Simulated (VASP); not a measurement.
# NbH2 (Fm-3m) in VASP: a series of runs, part 2 of 2

VASP 6.6.1.

**4. Electric field gradients, LDA (volume scaled by 1.01)**

Contents of INCAR:

```
SYSTEM = NbH2
ALGO = Normal ; EDIFF = 1E-8
ENCUT = 520 ; GGA = CA
ISIF = 2 ; ISMEAR = -1
LASPH = .TRUE. ; LCHARG = .FALSE.
LEFG = .TRUE. ; LREAL = .FALSE.
LWAVE = .FALSE. ; NBANDS = 14
NELM = 80 ; PREC = Accurate
SIGMA = 0.03
```

Contents of KPOINTS:

```
k-points
0
G
  15 15 15
  0 0 0
```

Contents of POSCAR:

```
NbH2
1.0
    0.0000000000      2.2890797899      2.2890797899
    2.2890797899      0.0000000000      2.2890797899
    2.2890797899      2.2890797899      0.0000000000
Nb H
1 2
Direct
    0.0000000000      0.0000000000      0.0000000000
    0.2500000000      0.2500000000      0.2500000000
    0.7500000000      0.7500000000      0.7500000000
```

Potentials or basis: VASP PAW LDA potentials, release 64 (Nb_sv, H).

Run with:

```sh
> cat potpaw_LDA.64/Nb_sv/POTCAR potpaw_LDA.64/H/POTCAR > POTCAR
> mpirun -np 1 vasp_std > vasp.out
```

OUTCAR:

```text
SYSTEM = NbH2
   EDIFF = 1E-8
   ENCUT = 520
   GGA = CA
   ISIF = 2
   ISMEAR = -1
   LASPH = .TRUE.
   LREAL = .FALSE.
   NELM = 80
   PREC = Accurate

 ion  position               nearest neighbor table
   1  0.000  0.000  0.000-
   2  0.250  0.250  0.250-
   3  0.750  0.750  0.750-

  LATTYP: Found a face centered cubic cell.
 ALAT       =     4.5781595798

  Lattice vectors:

 A1 = (   0.0000000000,   2.2890797899,   2.2890797899)
 A2 = (   2.2890797899,   0.0000000000,   2.2890797899)
 A3 = (   2.2890797899,   2.2890797899,   0.0000000000)

Analysis of symmetry for initial positions (statically):
=====================================================================
 Subroutine PRICEL returns:
 Original cell was already a primitive cell.

 Routine SETGRP: Setting up the symmetry group for a
 face centered cubic supercell.

 Subroutine GETGRP returns: Found 48 space group operations
 (whereof 48 operations were pure point group operations)
 out of a pool of 48 trial point group operations.

The static configuration has the point symmetry O_h .

Analysis of symmetry for dynamics (positions and initial velocities):
=====================================================================
 Subroutine PRICEL returns:
 Original cell was already a primitive cell.

 Routine SETGRP: Setting up the symmetry group for a
[... 558 lines left out ...]
      4     -21.4469      2.00000
      5       0.1236      2.00000
      6       5.0099      2.00000
      7       8.8614      2.00000
      8       8.9068      2.00000
      9       9.7847      0.02120
     10      11.1964      0.00000
     11      13.0702      0.00000
     12      19.3479      0.00000
     13      23.1576      0.00000
     14      23.3535      0.00000

 [... further k-points ...]

------------------------ aborting loop because EDIFF is reached ----------------------------------------

  FORCE on cell =-STRESS in cart. coord.  units (eV):
  Direction    XX          YY          ZZ          XY          YZ          ZX
  --------------------------------------------------------------------------------------
  -------------------------------------------------------------------------------------
  Total       -1.4870370     -1.4870370     -1.4870370      0.0000000      0.0000000      0.0000000
  in kB      -99.3160785    -99.3160785    -99.3160785      0.0000000      0.0000000      0.0000000
  external PRESSURE =     -99.3160785 kB  Pullay stress =       0.0000000 kB

 VOLUME and BASIS-vectors are now :
 -----------------------------------------------------------------------------
  energy-cutoff  :      520.00
  volume of cell :       23.99
      direct lattice vectors                 reciprocal lattice vectors
     0.000000000  2.289079790  2.289079790    -0.218428384  0.218428384  0.218428384
     2.289079790  0.000000000  2.289079790     0.218428384 -0.218428384  0.218428384
     2.289079790  2.289079790  0.000000000     0.218428384  0.218428384 -0.218428384

 POSITION                                       TOTAL-FORCE (eV/Angst)
 -----------------------------------------------------------------------------------
      0.00000      0.00000      0.00000        -0.000000      0.000000      0.000000
      1.14454      1.14454      1.14454         0.000000      0.000000     -0.000000
      3.43362      3.43362      3.43362        -0.000000     -0.000000      0.000000
 -----------------------------------------------------------------------------------
    total drift:                               -0.000000      0.000000      0.000000

  FREE ENERGIE OF THE ION-ELECTRON SYSTEM (eV)
  ---------------------------------------------------
  free  energy   TOTEN  =       -19.2450280488 eV

  energy  without entropy=      -19.2417843697  energy(sigma->0) =      -19.24340621

 Electric field gradients (V/A^2)
---------------------------------------------------------------------
 ion       V_xx      V_yy      V_zz      V_xy      V_xz      V_yz
---------------------------------------------------------------------
   1      -0.000    -0.000    -0.000    -0.000    -0.000    -0.000
   2      -0.000     0.000    -0.000    -0.001    -0.001    -0.001
   3      -0.000     0.000    -0.000    -0.001    -0.001    -0.001
---------------------------------------------------------------------

 Electric field gradients after diagonalization (V/A^2)
 (convention: |V_zz| > |V_xx| > |V_yy|)
----------------------------------------------------------------------
 ion       V_xx      V_yy      V_zz     asymmetry (V_yy - V_xx)/ V_zz
----------------------------------------------------------------------
   1       0.000     0.000    -0.001       0.000
   2       0.001     0.001    -0.003       0.000
   3       0.001     0.001    -0.003       0.000
----------------------------------------------------------------------

           NMR quadrupolar parameters

 Cq : quadrupolar parameter    Cq=e*Q*V_zz/h
 eta: asymmetry parameters     (V_yy - V_xx)/ V_zz
 Q  : nuclear electric quadrupole moment in mb (millibarn)
----------------------------------------------------------------------
 ion       Cq(MHz)       eta       Q (mb)
----------------------------------------------------------------------
   1      -0.000       0.000       1.000
   2      -0.000       0.000       1.000
   3      -0.000       0.000       1.000
----------------------------------------------------------------------
```

stdout:

```text
POSCAR found type information on POSCAR NbH
 POSCAR found :  2 types and       3 ions
 scaLAPACK will be used
 LDA part: xc-table for (Slater(with rela. corr.)+CA(PZ))
 , standard interpolation
 POSCAR, INCAR and KPOINTS ok, starting setup
 FFT: planning ... GRIDC
 FFT: planning ... GRID_SOFT
 FFT: planning ... GRID
 WAVECAR not read
 entering main loop
ion   1

ion   2

ion   3
```

It took 17 s on 1 thread of Intel Xeon Platinum 8488C (Sapphire Rapids), shared host; peak memory 0.15 GiB.

What came out:

```yaml
Free_energy: -19.2450 eV
Pressure: -9.9 GPa
```

Caveat: without QUAD_EFG the Cq values of the log hold for a quadrupole moment of 1 mb, not for the nuclei.

**5. Electric field gradients, LDA (volume scaled by 1.04)**

Contents of INCAR:

```
PREC = Accurate ; ENCUT = 520
EDIFF = 1E-8 ; ISMEAR = -1
SIGMA = 0.03 ; LREAL = F
LASPH = T ; NELM = 80
ALGO = Normal ; ISIF = 2
LWAVE = F ; LCHARG = F
GGA = CA ; LEFG = T
NBANDS = 14
```

Contents of KPOINTS:

```
regular mesh
0
Gamma
  15 15 15
```

Contents of POSCAR:

```
NbH2
1.0
    0.0000000000      2.3115231798      2.3115231798
    2.3115231798      0.0000000000      2.3115231798
    2.3115231798      2.3115231798      0.0000000000
Nb H
1 2
Direct
    0.0000000000      0.0000000000      0.0000000000
    0.2500000000      0.2500000000      0.2500000000
    0.7500000000      0.7500000000      0.7500000000
```

Potentials or basis: VASP PAW LDA potentials, release 64 (Nb_sv, H).

Run with:

```sh
> cat potpaw_LDA.64/Nb_sv/POTCAR potpaw_LDA.64/H/POTCAR > POTCAR
> mpirun -np 1 vasp_std > vasp.out
```

OUTCAR:

```text
PREC = Accurate
   ENCUT = 520
   EDIFF = 1E-8
   ISMEAR = -1
   LREAL = F
   LASPH = T
   NELM = 80
   ISIF = 2
   GGA = CA

 ion  position               nearest neighbor table
   1  0.000  0.000  0.000-
   2  0.250  0.250  0.250-
   3  0.750  0.750  0.750-

  LATTYP: Found a face centered cubic cell.
 ALAT       =     4.6230463596

  Lattice vectors:

 A1 = (   0.0000000000,   2.3115231798,   2.3115231798)
 A2 = (   2.3115231798,   0.0000000000,   2.3115231798)
 A3 = (   2.3115231798,   2.3115231798,   0.0000000000)

[... 621 lines left out ...]
  free  energy   TOTEN  =       -19.1919169210 eV

  energy  without entropy=      -19.1886020783  energy(sigma->0) =      -19.19025950

 Electric field gradients (V/A^2)
---------------------------------------------------------------------
 ion       V_xx      V_yy      V_zz      V_xy      V_xz      V_yz
---------------------------------------------------------------------
   1       0.000    -0.000    -0.000    -0.000    -0.000    -0.000
   2      -0.000     0.000     0.000    -0.002    -0.002    -0.002
   3      -0.000     0.000     0.000    -0.002    -0.002    -0.002
---------------------------------------------------------------------

 Electric field gradients after diagonalization (V/A^2)
 (convention: |V_zz| > |V_xx| > |V_yy|)
----------------------------------------------------------------------
 ion       V_xx      V_yy      V_zz     asymmetry (V_yy - V_xx)/ V_zz
----------------------------------------------------------------------
   1       0.000     0.000    -0.001       0.000
   2       0.002     0.002    -0.003       0.000
   3       0.002     0.002    -0.003       0.000
----------------------------------------------------------------------

           NMR quadrupolar parameters

 Cq : quadrupolar parameter    Cq=e*Q*V_zz/h
 eta: asymmetry parameters     (V_yy - V_xx)/ V_zz
 Q  : nuclear electric quadrupole moment in mb (millibarn)
----------------------------------------------------------------------
 ion       Cq(MHz)       eta       Q (mb)
----------------------------------------------------------------------
   1      -0.000       0.000       1.000
   2      -0.000       0.000       1.000
   3      -0.000       0.000       1.000
----------------------------------------------------------------------
```

stdout:

```text
POSCAR found type information on POSCAR NbH
 POSCAR found :  2 types and       3 ions
 scaLAPACK will be used
 LDA part: xc-table for (Slater(with rela. corr.)+CA(PZ))
 , standard interpolation
 POSCAR, INCAR and KPOINTS ok, starting setup
 FFT: planning ... GRIDC
 FFT: planning ... GRID_SOFT
 FFT: planning ... GRID
 WAVECAR not read
 entering main loop
ion   1

ion   2

ion   3
```

Run time: 17 s. Hardware: 1 thread of Intel Xeon Platinum 8488C (Sapphire Rapids), shared host; peak memory 0.15 GiB.

What came out:

```yaml
Free_energy: -19.1919 eV
Pressure: -14.3 GPa
```

Caveat: without QUAD_EFG the Cq values of the log hold for a quadrupole moment of 1 mb, not for the nuclei.

**6. The runs side by side**

```csv
cell,gap on the mesh (eV),pressure (GPa)
"a = 3.161 Å, angles 60.0°, 3 atoms",none,3.4
"a = 3.205 Å, angles 60.0°, 3 atoms",none,-4.8
"a = 3.237 Å, angles 60.0°, 3 atoms",none,-9.9
"a = 3.269 Å, angles 60.0°, 3 atoms",none,-14.3
```

Alike in all rows: task electric field gradients; level LDA; potentials or basis VASP PAW LDA potentials, release 64 (Nb_sv, H); no spin polarisation; k mesh 15 × 15 × 15; cutoff (eV) 520; smearing fermi-dirac 0.03 eV.

Total energies depend on the potentials used, so only differences within one code and one set of settings carry meaning.
